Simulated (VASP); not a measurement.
# In (P6/mmm) in VASP: further runs

Runs on In. Level: PBE. Tasks: relaxation of shape and atoms at fixed volume, relaxation of cell and atoms.

Everything below comes from runs of VASP 6.6.1. Logs are shortened: lines on timing, memory, paths and dates and some standing lists are left out, and cuts for length are marked.

## (1) The cell of the first run

The structure is hexagonal, space group P6/mmm (No. 191). Conventional cell: a = 3.206 Å, b = 3.206 Å, c = 3.044 Å, α = 90.00°, β = 90.00°, γ = 120.00°. Within 4.0 Å of In (site symmetry 6/mmm) lie 8 In at 3.04 to 3.21 Å.

This isn't the form of In at room conditions, which is tetragonal.

## (2) Relaxation of shape and atoms at fixed volume, PBE

Input file INCAR:

```
  ALGO = Normal
  EDIFF = 1E-7
  EDIFFG = -0.005
  ENCUT = 600
  GGA = PE
  IBRION = 2
  ISIF = 4
  ISMEAR = -1
  LASPH = T
  LCHARG = F
  LREAL = F
  LWAVE = F
  NELM = 100
  NSW = 50
  PREC = Accurate
  SIGMA = 0.1
```

Input file KPOINTS:

```
k-points
0
Gamma
  15 15 14
```

Input file POSCAR:

```
In
1.0
    3.2063617796      0.0000000000      0.0000000000
   -1.6031808898      2.7767907548      0.0000000000
    0.0000000000      0.0000000000      3.0438904898
In
1
Direct
    0.0000000000      0.0000000000      0.0000000000
```

Potentials or basis: VASP PAW PBE potentials, release 64 (In_d).

On the command line:

```
> cat potpaw_PBE.64/In_d/POTCAR > POTCAR
> mpirun -np 1 vasp_std > vasp.out
```

OUTCAR:

```text
EDIFF = 1E-7
   EDIFFG = -0.005
   ENCUT = 600
   GGA = PE
   IBRION = 2
   ISIF = 4
   ISMEAR = -1
   LASPH = T
   LREAL = F
   NELM = 100
   NSW = 50
   PREC = Accurate

 ion  position               nearest neighbor table
   1  0.000  0.000  0.000-

  LATTYP: Found a hexagonal cell.
 ALAT       =     3.2063617796
 C/A-ratio  =     0.9493284598

  Lattice vectors:

 A1 = (   3.2063617796,   0.0000000000,   0.0000000000)
 A2 = (  -1.6031808898,   2.7767907548,   0.0000000000)
 A3 = (   0.0000000000,   0.0000000000,   3.0438904898)

Analysis of symmetry for initial positions (statically):
=====================================================================
 Subroutine PRICEL returns:
 Original cell was already a primitive cell.

 Routine SETGRP: Setting up the symmetry group for a
 hexagonal supercell.

 Subroutine GETGRP returns: Found 24 space group operations
 (whereof 24 operations were pure point group operations)
 out of a pool of 24 trial point group operations.

The static configuration has the point symmetry D_6h.

Analysis of symmetry for dynamics (positions and initial velocities):
=====================================================================
 Subroutine PRICEL returns:
 Original cell was already a primitive cell.

 Routine SETGRP: Setting up the symmetry group for a
 hexagonal supercell.

 Subroutine GETGRP returns: Found 24 space group operations
 (whereof 24 operations were pure point group operations)
 out of a pool of 24 trial point group operations.

The dynamic configuration has the point symmetry D_6h.

 Subroutine INISYM returns: Found 24 space group operations
 (whereof 24 operations are pure point group operations),
 and found     1 'primitive' translations

----------------------------------------------------------------------------------------

                                     Primitive cell

  volume of cell :      27.1010

  direct lattice vectors                    reciprocal lattice vectors
     3.206361780  0.000000000  0.000000000     0.311879965  0.180063982  0.000000000
    -1.603180890  2.776790755  0.000000000     0.000000000  0.360127964  0.000000000
[... 141 lines left out ...]
  in kB       18.6635080     18.6635080     17.5321670      0.0000000      0.0000000     -0.0000000
  external PRESSURE =      18.2863943 kB  Pullay stress =       0.0000000 kB

 VOLUME and BASIS-vectors are now :
 -----------------------------------------------------------------------------
  energy-cutoff  :      600.00
  volume of cell :       27.10
      direct lattice vectors                 reciprocal lattice vectors
     3.206361780  0.000000000  0.000000000     0.311879965  0.180063982  0.000000000
    -1.603180890  2.776790755  0.000000000     0.000000000  0.360127964  0.000000000
     0.000000000  0.000000000  3.043890490     0.000000000  0.000000000  0.328526931

 POSITION                                       TOTAL-FORCE (eV/Angst)
 -----------------------------------------------------------------------------------
      0.00000      0.00000      0.00000         0.000000      0.000000      0.000000
 -----------------------------------------------------------------------------------
    total drift:                               -0.000000     -0.000000      0.000000

  FREE ENERGIE OF THE ION-ELECTRON SYSTEM (eV)
  ---------------------------------------------------
  free  energy   TOTEN  =        -2.5119415725 eV

  energy  without entropy=       -2.4937379820  energy(sigma->0) =       -2.50283978

--------------------------------------- Ionic step        2  -------------------------------------------

 number of electron      12.9999996 magnetization

 Free energy of the ion-electron system (eV)
  ---------------------------------------------------
  ext. energy  EPLUGINS =         0.00000000
  ---------------------------------------------------
  free energy    TOTEN  =        -2.51194906 eV

  energy without entropy =       -2.49375501  energy(sigma->0) =       -2.50285203

 E-fermi :   7.0384     XC(G=0): -10.0444

 val. band max:        7.0359013040   @ k =   0.4667   0.0000   0.5000
 cond. band min:       7.0483192726   @ k =   0.4000   0.2000   0.4286
 fundamental gap:      0.0124179686
 Fermi energy:         7.0383585901

 k-point     1 :       0.0000    0.0000    0.0000
  band No.  band energies     occupation
      1      -7.9631      2.00000
      2      -7.6056      2.00000
      3      -7.6056      2.00000
      4      -7.2477      2.00000
      5      -7.2477      2.00000
      6      -2.2907      2.00000
      7      14.1491      0.00000
      8      16.6370      0.00000
      9      16.6370      0.00000
     10      17.5622      0.00000
[... 287 lines left out ...]
 k-point    24 :       0.4000    0.2000    0.0000
  band No.  band energies     occupation
      1      -7.7866      2.00000
      2      -7.5844      2.00000
      3      -7.4033      2.00000
      4      -7.3274      2.00000
      5      -7.3226      2.00000
      6       3.0595      2.00000
      7       4.5169      2.00000
      8       8.3891      0.00000
      9      18.9965      0.00000
     10      20.5810      0.00000

 [... further k-points ...]

------------------------ aborting loop because EDIFF is reached ----------------------------------------

  FORCE on cell =-STRESS in cart. coord.  units (eV):
  Direction    XX          YY          ZZ          XY          YZ          ZX
  --------------------------------------------------------------------------------------
  -------------------------------------------------------------------------------------
  Total        0.3135207      0.3135207      0.3088308      0.0000000      0.0000000     -0.0000000
  in kB       18.5349773     18.5349773     18.2577157      0.0000000      0.0000000     -0.0000000
  external PRESSURE =      18.4425567 kB  Pullay stress =       0.0000000 kB

 VOLUME and BASIS-vectors are now :
 -----------------------------------------------------------------------------
  energy-cutoff  :      600.00
  volume of cell :       27.10
      direct lattice vectors                 reciprocal lattice vectors
     3.207348795  0.000000000 -0.000000000     0.311783989  0.180008570  0.000000000
    -1.603674397  2.777645535 -0.000000000    -0.000000000  0.360017139 -0.000000000
    -0.000000000  0.000000000  3.042017352     0.000000000  0.000000000  0.328729223

 POSITION                                       TOTAL-FORCE (eV/Angst)
 -----------------------------------------------------------------------------------
      0.00000      0.00000      0.00000         0.000000      0.000000      0.000000
 -----------------------------------------------------------------------------------
    total drift:                               -0.000000     -0.000000      0.000000

  FREE ENERGIE OF THE ION-ELECTRON SYSTEM (eV)
  ---------------------------------------------------
  free  energy   TOTEN  =        -2.5119490579 eV

  energy  without entropy=       -2.4937550061  energy(sigma->0) =       -2.50285203

 reached required accuracy - stopping structural energy minimisation
```

OSZICAR:

```text
N       E                     dE             d eps       ncg     rms          rms(c)
DAV:   1     0.742384721191E+02    0.74238E+02   -0.70801E+03  4336   0.179E+03
DAV:   2     0.363020003097E+00   -0.73875E+02   -0.72806E+02  4366   0.301E+02
DAV:   3    -0.247170374175E+01   -0.28347E+01   -0.28262E+01  5202   0.667E+01
DAV:   4    -0.253592864550E+01   -0.64225E-01   -0.64198E-01  5586   0.102E+01
DAV:   5    -0.253888651186E+01   -0.29579E-02   -0.29577E-02  5444   0.178E+00    0.242E+00
DAV:   6    -0.251585090956E+01    0.23036E-01   -0.48121E-02  5086   0.486E+00    0.118E+00
DAV:   7    -0.251209652246E+01    0.37544E-02   -0.14897E-02  5550   0.251E+00    0.261E-01
DAV:   8    -0.251193237781E+01    0.16414E-03   -0.93558E-04  4766   0.574E-01    0.226E-02
DAV:   9    -0.251194035024E+01   -0.79724E-05   -0.20973E-05  5982   0.720E-02    0.146E-02
DAV:  10    -0.251194150116E+01   -0.11509E-05   -0.20397E-06  4778   0.182E-02    0.208E-03
DAV:  11    -0.251194157245E+01   -0.71288E-07   -0.60240E-08  3384   0.325E-03
   1 F= -.25119416E+01 E0= -.25028398E+01  d E =-.251194E+01
       N       E                     dE             d eps       ncg     rms          rms(c)
DAV:   1    -0.251202510574E+01   -0.83605E-04   -0.21172E-03  4974   0.531E-01    0.398E-02
DAV:   2    -0.251197329370E+01    0.51812E-04   -0.60112E-05  5572   0.119E-01    0.251E-02
DAV:   3    -0.251194886369E+01    0.24430E-04   -0.41413E-05  4720   0.105E-01    0.496E-03
DAV:   4    -0.251194909412E+01   -0.23043E-06   -0.33727E-06  4680   0.173E-02    0.585E-03
DAV:   5    -0.251194905789E+01    0.36226E-07   -0.11559E-07  3378   0.631E-03
   2 F= -.25119491E+01 E0= -.25028520E+01  d E =-.748544E-05
```

Wall time 59 s (1 thread of Intel Xeon Platinum 8559C (Emerald Rapids), shared host); peak memory 0.2 GiB.

Results:

| Item | Value |
| --- | --- |
| Free energy | -2.5119 eV |
| Energy gained by relaxing | 0.0 meV/atom |
| Ionic steps | 2 |
| Pressure after relaxing | 1.8 GPa |
| Band gap on the k mesh | zero (an odd number of electrons rules out a gap without spin polarisation) |

Final structure:
```yaml
crystal:
  lattice:
    - [3.20735, 0.00000, 0.00000]
    - [-1.60367, 2.77765, 0.00000]
    - [0.00000, 0.00000, 3.04202]
  atoms:
    - { symbol: In, position: [0.00000, 0.00000, 0.00000] }
```

Caveat: spin-orbit coupling is left out, which moves the levels of the heavy elements.

## (3) Relaxation of cell and atoms, PBE

This run uses another cell than the first one, of 28.62 Å³/atom.

Input file INCAR:

```
SYSTEM = In
  ALGO = Normal
  EDIFF = 1E-7
  EDIFFG = -0.005
  ENCUT = 600
  GGA = PE
  IBRION = 2
  ISIF = 3
  ISMEAR = -1
  LASPH = .True.
  LCHARG = .False.
  LREAL = .False.
  LWAVE = .False.
  NELM = 60
  NSW = 60
  PREC = Accurate
  SIGMA = 0.1
```

Input file KPOINTS:

```
k-points
0
Gamma
  15 15 14
  0 0 0
```

Input file POSCAR:

```
In
1.0
    3.2757804778      0.0000000000      0.0000000000
   -1.6378902389      2.8369091110      0.0000000000
    0.0000000000      0.0000000000      3.0792336492
In
1
Direct
    0.0000000000      0.0000000000      0.0000000000
```

Potentials or basis: VASP PAW PBE potentials, release 64 (In_d).

On the command line:

```
> cat potpaw_PBE.64/In_d/POTCAR > POTCAR
> mpirun -np 1 vasp_std > vasp.out
```

It took 3.3 min on 1 thread of Intel Xeon Platinum 8559C (Emerald Rapids), shared host; peak memory 0.22 GiB.

Results (log left out):

| Quantity | Value |
| --- | --- |
| Free energy | -2.5201 eV |
| Relaxed volume | 28.55 Å³/atom |
| Relaxed cell | a = 3.262 Å, b = 3.262 Å, c = 3.097 Å, α = 90.00°, β = 90.00°, γ = 120.00° |
| Space group after relaxing (to 0.1 Å) | P6/mmm (No. 191) |
| Energy gained by relaxing | 0.4 meV/atom |
| Ionic steps | 6 |
| Pressure after relaxing | 0.0 GPa |
| Band gap on the k mesh | zero (an odd number of electrons rules out a gap without spin polarisation) |

Step by step:
```tsv
step	energy change (eV)	largest force (eV/Å)	pressure (GPa)	volume (Å³)
1	0.0000	0.0000	-0.08	28.62
2	-0.0003	0.0000	0.00	28.56
3	-0.0004	0.0000	0.03	28.53
4	-0.0004	0.0000	0.03	28.52
5	-0.0004	0.0000	0.03	28.52
6	-0.0004	0.0000	0.00	28.55
```

Final structure:
```
In
1.0
     3.26217    0.00000    0.00000
    -1.63109    2.82512    0.00000
     0.00000    0.00000    3.09734
In
1
Direct
  0.00000 0.00000 0.00000
```

Levels at points of the mesh, in eV from the Fermi level:
| k point | band 3 | band 4 | band 5 | band 6 | band 7 | band 8 | band 9 | band 10 |
| --- | --- | --- | --- | --- | --- | --- | --- | --- |
| (0.00, 0.00, 0.00) | -14.60 | -14.29 | -14.29 | -9.01 | 6.84 | 9.18 | 9.18 | 10.16 |
| (0.00, 0.00, 0.50) | -14.47 | -14.46 | -14.46 | -5.60 | -3.41 | 12.41 | 12.41 | 13.79 |

Caveat: spin-orbit coupling is left out, which moves the levels of the heavy elements.

The gap in the log of VASP goes by the Fermi energy; the results here count the filled bands.